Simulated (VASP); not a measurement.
# Nb (Fm-3m) in VASP: a series of runs

Runs on Nb. Level: PBEsol. Tasks: single point.

All numbers are computed with VASP 6.6.1; they aren't measurements. Logs are shortened: lines on timing, memory, paths and dates and some standing lists are left out, and cuts for length are marked.

## 1. The cell of the first run

It takes space group Fm-3m (No. 225, cubic). Conventional cell: a = 4.230 Å, b = 4.230 Å, c = 4.230 Å, α = 90.00°, β = 90.00°, γ = 90.00°. Nb (site symmetry m-3m) has 12 Nb at 2.99 Å within 3.9 Å.

## 2. Single point, PBEsol

Input file INCAR:

```
SYSTEM = Nb
PREC = Accurate
ENCUT = 520
EDIFF = 1E-6
ISMEAR = 0
SIGMA = 0.15
LREAL = .False.
LASPH = .True.
NELM = 60
ALGO = Fast
ISIF = 2
LWAVE = .False.
LCHARG = .False.
GGA = PS
NBANDS = 12
```

Input file KPOINTS:

```
Automatic mesh
0
Gamma
  20 20 20
  0 0 0
```

Input file POSCAR:

```
Nb
1.0
    0.0000000000      2.1150000000      2.1150000000
    2.1150000000      0.0000000000      2.1150000000
    2.1150000000      2.1150000000      0.0000000000
Nb
1
Direct
    0.0000000000      0.0000000000      0.0000000000
```

Potentials or basis: VASP PAW PBE potentials, release 64 (Nb_sv).

Launch:

```
$ cat potpaw_PBE.64/Nb_sv/POTCAR > POTCAR
$ mpirun -np 1 vasp_std > vasp.out
```

OUTCAR:

```text
SYSTEM = Nb
   PREC = Accurate
   ENCUT = 520
   EDIFF = 1E-6
   ISMEAR = 0
   LREAL = .False.
   LASPH = .True.
   NELM = 60
   ISIF = 2
   GGA = PS

 ion  position               nearest neighbor table
   1  0.000  0.000  0.000-

  LATTYP: Found a face centered cubic cell.
 ALAT       =     4.2300000000

  Lattice vectors:

 A1 = (   0.0000000000,   2.1150000000,   2.1150000000)
 A2 = (   2.1150000000,   0.0000000000,   2.1150000000)
 A3 = (   2.1150000000,   2.1150000000,   0.0000000000)

Analysis of symmetry for initial positions (statically):
=====================================================================
 Subroutine PRICEL returns:
 Original cell was already a primitive cell.

 Routine SETGRP: Setting up the symmetry group for a
 face centered cubic supercell.

 Subroutine GETGRP returns: Found 48 space group operations
 (whereof 48 operations were pure point group operations)
 out of a pool of 48 trial point group operations.

The static configuration has the point symmetry O_h .

Analysis of symmetry for dynamics (positions and initial velocities):
=====================================================================
 Subroutine PRICEL returns:
 Original cell was already a primitive cell.

 Routine SETGRP: Setting up the symmetry group for a
 face centered cubic supercell.

 Subroutine GETGRP returns: Found 48 space group operations
 (whereof 48 operations were pure point group operations)
 out of a pool of 48 trial point group operations.

The dynamic configuration has the point symmetry O_h .

 Subroutine INISYM returns: Found 48 space group operations
 (whereof 48 operations are pure point group operations),
 and found     1 'primitive' translations

----------------------------------------------------------------------------------------

                                     Primitive cell

  volume of cell :      18.9217

  direct lattice vectors                    reciprocal lattice vectors
     0.000000000  2.115000000  2.115000000    -0.236406619  0.236406619  0.236406619
     2.115000000  0.000000000  2.115000000     0.236406619 -0.236406619  0.236406619
     2.115000000  2.115000000  0.000000000     0.236406619  0.236406619 -0.236406619

  length of vectors
     2.991061684  2.991061684  2.991061684     0.409468276  0.409468276  0.409468276

  position of ions in fractional coordinates (direct lattice)
     0.000000000  0.000000000  0.000000000

  ion indices of the primitive-cell ions
   primitive index   ion index
                 1           1

----------------------------------------------------------------------------------------

 KPOINTS: Automatic mesh

Automatic generation of k-mesh.
 Grid dimensions read from file:
 generate k-points for:   20   20   20

 Generating k-lattice:

  Cartesian coordinates                     Fractional coordinates (reciprocal lattice)
    -0.011820331  0.011820331  0.011820331     0.050000000  0.000000000  0.000000000
     0.011820331 -0.011820331  0.011820331     0.000000000  0.050000000  0.000000000
     0.011820331  0.011820331 -0.011820331     0.000000000  0.000000000  0.050000000

  Length of vectors
     0.020473414  0.020473414  0.020473414

  Shift w.r.t. Gamma in fractional coordinates (k-lattice)
     0.000000000  0.000000000  0.000000000

 Subroutine IBZKPT returns following result:
 ===========================================

 Found    256 irreducible k-points:

 Following reciprocal coordinates:
            Coordinates               Weight
  0.000000  0.000000  0.000000      1.000000
  0.050000  0.000000  0.000000      8.000000
  0.100000  0.000000  0.000000      8.000000
  0.150000  0.000000  0.000000      8.000000
  0.200000  0.000000  0.000000      8.000000
  0.250000  0.000000  0.000000      8.000000
[... 16 lines left out ...]
 -0.400000  0.050000  0.000000     24.000000
 -0.350000  0.050000  0.000000     24.000000
 [... further k-points ...]
   k-points           NKPTS =    256   k-points in BZ     NKDIM =    256   number of bands    NBANDS=     12
   number of dos      NEDOS =    301   number of ions     NIONS =      1
   total plane-waves  NPLWV =  13824
   dimension x,y,z NGX =    24 NGY =   24 NGZ =   24
   dimension x,y,z NGXF=    48 NGYF=   48 NGZF=   48
   ions per type =               1
   NGX,Y,Z   is equivalent  to a cutoff of  13.34, 13.34, 13.34 a.u.
   NGXF,Y,Z  is equivalent  to a cutoff of  26.68, 26.68, 26.68 a.u.
 SYSTEM =  Nb
   PREC   = accura    normal or accurate (medium, high low for compatibility)
   ISTART =      0    job   : 0-new  1-cont  2-samecut
   ICHARG =      2    charge: 1-file 2-atom 10-const
   ISPIN  =      1    spin polarized calculation?
   LNONCOLLINEAR =      F non collinear calculations
   LSORBIT =      F    spin-orbit coupling
   LASPH  =      T    aspherical Exc in radial PAW
   ENCUT  =  520.0 eV  38.22 Ry    6.18 a.u.   5.56  5.56  5.56*2*pi/ulx,y,z
   NELM   =     60;   NELMIN=  2; NELMDL= -5     # of ELM steps
   EDIFF  = 0.1E-05   stopping-criterion for ELM
   LREAL  =      F    real-space projection
   EDIFFG = 0.1E-04   stopping-criterion for IOM
   NSW    =      0    number of steps for IOM
   IBRION =     -1    ionic relax: 0-MD 1-quasi-New 2-CG
   NFREE  =      0    steps in history (QN), initial steepest desc. (CG)
   ISIF   =      2    stress and relaxation
   ISYM   =      2    0-nonsym 1-usesym 2-fastsym
   POTIM  = 0.5000    time-step for ionic-motion
   TEBEG  =    0.0;   TEEND  =   0.0 temperature during run
   PSTRESS=    0.0 pullay stress
   NELECT =      13.0000    total number of electrons
   NUPDOWN=      -1.0000    fix difference up-down
   EMIN   =  10.00;   EMAX   =-10.00  energy-range for DOS
   EFERMI =   0.00;   METHOD = LEGACY
   ISMEAR =     0;   SIGMA  =   0.15  broadening in eV -4-tet -1-fermi 0-gaus
   EFERMI_NEDOS =   21; number of points for ismear=-14 and -15
   IALGO  =     68    algorithm
   IMIX   =      4    mixing-type and parameters
     AMIX     =   0.40;   BMIX     =  1.00
     AMIX_MAG =   1.60;   BMIX_MAG =  1.00
  volume/ion in A,a.u.               =      18.92       127.69
  Fermi-wavevector in a.u.,A,eV,Ry     =   1.444560  2.729823 28.392005  2.086754
  Thomas-Fermi vector in A             =   2.562841
   LORBIT       =      0    0 simple, 1 ext, 2 COOP (PROOUT), +10 PAW based schemes
   GGA     = PS    functional components
   LHFCALC =     F    Hartree Fock is set to
   AEXX    =    0.0000 exact exchange contribution
   IVDW    =     0    specifies the selected vdW correction
   LEPSILON=     F    determine dielectric tensor
   LRPA    =     F    only Hartree local field effects (RPA)
 non-spin polarized calculation
 RMM-DIIS sequential band-by-band and
 Gauss-broadening in eV      SIGMA  =   0.15
  energy-cutoff  :      520.00
  volume of cell :       18.92
 maximum number of plane-waves:       532
 NGX is ok and might be reduce to    24
   NGX = 11   NGY = 11   NGZ = 11

 number of electron      13.0000001 magnetization

 Free energy of the ion-electron system (eV)
  ---------------------------------------------------
  ext. energy  EPLUGINS =         0.00000000
  ---------------------------------------------------
  free energy    TOTEN  =       -10.59560089 eV

  energy without entropy =      -10.57835670  energy(sigma->0) =      -10.58697880

 E-fermi :  10.7244     XC(G=0): -12.3784

 val. band max:       10.7233352831   @ k =  -0.3500   0.0500   0.0000
 cond. band min:      10.7274658588   @ k =  -0.4500   0.3000   0.0500
 fundamental gap:      0.0041305757
 Fermi energy:        10.7244303604

 k-point     1 :       0.0000    0.0000    0.0000
  band No.  band energies     occupation
      1     -43.9843      2.00000
      2     -19.4055      2.00000
      3     -19.4055      2.00000
      4     -19.4055      2.00000
      5       4.4887      2.00000
      6      10.8290      0.32432
      7      10.8290      0.32432
      8      10.8290      0.32432
      9      13.3912      0.00000
     10      13.3912      0.00000
     11      22.5434      0.00000
     12      27.2448      0.00000

 k-point     2 :       0.0500    0.0000    0.0000
  band No.  band energies     occupation
      1     -43.9798      2.00000
      2     -19.4361      2.00000
      3     -19.4093      2.00000
      4     -19.4093      2.00000
      5       4.5819      2.00000
      6      10.7555      0.76929
      7      10.8724      0.16309
      8      10.8724      0.16309
      9      13.3520      0.00000
     10      13.3520      0.00000
     11      22.7320      0.00000
     12      26.8451      0.00000

 k-point     3 :       0.1000    0.0000    0.0000
  band No.  band energies     occupation
      1     -43.9666      2.00000
      2     -19.5240      2.00000
      3     -19.4203      2.00000
      4     -19.4203      2.00000
      5       4.8522      2.00000
      6      10.5609      1.87679
      7      10.9891      0.01258
      8      10.9891      0.01258
      9      13.2574      0.00000
     10      13.2574      0.00000
     11      23.2534      0.00000
     12      25.9462      0.00000

 k-point     4 :       0.1500    0.0000    0.0000
  band No.  band energies     occupation
      1     -43.9460      2.00000
      2     -19.6592      2.00000
      3     -19.4373      2.00000
      4     -19.4373      2.00000
      5       5.2703      2.00000
      6      10.3119      1.99990
      7      11.1331      0.00012
      8      11.1331      0.00012
      9      13.1772      0.00000
     10      13.1772      0.00000
     11      23.8982      0.00000
     12      25.1168      0.00000

 k-point     5 :       0.2000    0.0000    0.0000
  band No.  band energies     occupation
      1     -43.9200      2.00000
      2     -19.8266      2.00000
      3     -19.4586      2.00000
      4     -19.4586      2.00000
      5       5.7795      2.00000
      6      10.0996      2.00000
      7      11.2225      0.00000
      8      11.2225      0.00000
      9      13.2185      0.00000
     10      13.2185      0.00000
     11      23.7080      0.00000
     12      25.2681      0.00000
[... 228 lines left out ...]
      1     -43.7942      2.00000
      2     -20.5613      2.00000
      3     -19.5758      2.00000
      4     -19.5638      2.00000
      5       6.9827      2.00000
      6      10.5113      1.95553
      7      10.7179      1.04924
      8      11.8968      0.00000
      9      15.3590      0.00000
     10      15.5094      0.00000
     11      20.9983      0.00000
     12      22.4924      0.00000

 k-point    22 :      -0.4500    0.0500    0.0000
  band No.  band energies     occupation
      1     -43.7957      2.00000
      2     -20.5523      2.00000
      3     -19.5798      2.00000
      4     -19.5574      2.00000
      5       6.9860      2.00000
      6      10.5354      1.92532
      7      10.7167      1.05812
      8      11.8313      0.00000
      9      15.1837      0.00000
     10      15.5856      0.00000
     11      21.0489      0.00000
     12      22.5828      0.00000

 k-point    23 :      -0.4000    0.0500    0.0000
  band No.  band energies     occupation
      1     -43.8064      2.00000
      2     -20.4916      2.00000
      3     -19.5760      2.00000
      4     -19.5441      2.00000
      5       6.9954      2.00000
      6      10.6234      1.65908
      7      10.7802      0.59894
      8      11.4010      0.00000
      9      14.7874      0.00000
     10      15.3836      0.00000
     11      21.3320      0.00000
     12      23.1991      0.00000

 k-point    24 :      -0.3500    0.0500    0.0000
  band No.  band energies     occupation
      1     -43.8251      2.00000
      2     -20.3842      2.00000
      3     -19.5647      2.00000
      4     -19.5252      2.00000
      5       6.9708      2.00000
      6      10.7233      1.00824
      7      10.8446      0.25723
      8      10.9016      0.09482
      9      14.2619      0.00000
     10      14.9801      0.00000
     11      21.7428      0.00000
     12      24.2153      0.00000

 [... further k-points ...]

------------------------ aborting loop because EDIFF is reached ----------------------------------------

  FORCE on cell =-STRESS in cart. coord.  units (eV):
  Direction    XX          YY          ZZ          XY          YZ          ZX
  --------------------------------------------------------------------------------------
  -------------------------------------------------------------------------------------
  Total       -0.8669190     -0.8669190     -0.8669190      0.0000000     -0.0000000      0.0000000
  in kB      -73.4053935    -73.4053935    -73.4053935      0.0000000     -0.0000000      0.0000000
  external PRESSURE =     -73.4053935 kB  Pullay stress =       0.0000000 kB

 VOLUME and BASIS-vectors are now :
 -----------------------------------------------------------------------------
  energy-cutoff  :      520.00
  volume of cell :       18.92
      direct lattice vectors                 reciprocal lattice vectors
     0.000000000  2.115000000  2.115000000    -0.236406619  0.236406619  0.236406619
     2.115000000  0.000000000  2.115000000     0.236406619 -0.236406619  0.236406619
     2.115000000  2.115000000  0.000000000     0.236406619  0.236406619 -0.236406619

 POSITION                                       TOTAL-FORCE (eV/Angst)
 -----------------------------------------------------------------------------------
      0.00000      0.00000      0.00000         0.000000      0.000000      0.000000
 -----------------------------------------------------------------------------------
    total drift:                                0.000000      0.000000     -0.000000

  FREE ENERGIE OF THE ION-ELECTRON SYSTEM (eV)
  ---------------------------------------------------
  free  energy   TOTEN  =       -10.5956008917 eV

  energy  without entropy=      -10.5783566984  energy(sigma->0) =      -10.58697880
```

It took 80 s on 1 thread of Intel Xeon 8259CL, shared host; peak memory 0.18 GiB.

What came out:

- Free energy: -10.5956 eV
- Pressure: -7.3 GPa

Caveat: the PAW data sets were made with another functional, which shifts forces and pressure a little.

## 3. Single point, PBEsol

Input file INCAR:

```
PREC     = Accurate       # precision mode
ENCUT    = 520            # plane-wave cutoff, eV
EDIFF    = 1E-6           # SCF threshold, eV
ISMEAR   = 0              # smearing method
SIGMA    = 0.15           # smearing width, eV
LREAL    = F              # projectors in reciprocal space
LASPH    = T              # aspherical terms in the spheres
NELM     = 60             # most SCF steps
ALGO     = Fast           # electronic algorithm
ISIF     = 2              # what is computed and relaxed
LWAVE    = F              # write WAVECAR
LCHARG   = F              # write CHGCAR
GGA      = PS             # functional
NBANDS   = 12             # bands
```

Input file KPOINTS:

```
regular mesh
0
Gamma
  22 22 22
```

POSCAR is that of step 2.

Potentials or basis: VASP PAW PBE potentials, release 64 (Nb_sv).

Launch:

```
$ cat potpaw_PBE.64/Nb_sv/POTCAR > POTCAR
$ mpirun -np 1 vasp_std > vasp.out
```

Wall time 3.1 min (1 thread of Intel Xeon 8259CL, shared host); peak memory 0.19 GiB.

Results (log left out):

- Free energy: -10.5957 eV
- Pressure: -7.1 GPa

Levels at points of the mesh, in eV from the Fermi level:
```csv
k point,band 3,band 4,band 5,band 6,band 7,band 8,band 9,band 10
"(0.00, 0.00, 0.00)",-30.13,-30.13,-6.23,0.11,0.11,0.11,2.67,2.67
"(0.50, 0.00, 0.00)",-30.28,-30.28,-3.82,-0.08,-0.08,1.34,4.63,4.63
"(0.50, 0.50, 0.00)",-30.54,-30.54,-4.02,-3.28,3.53,4.60,5.20,5.20
```

Caveat: the PAW data sets were made with another functional, which shifts forces and pressure a little.
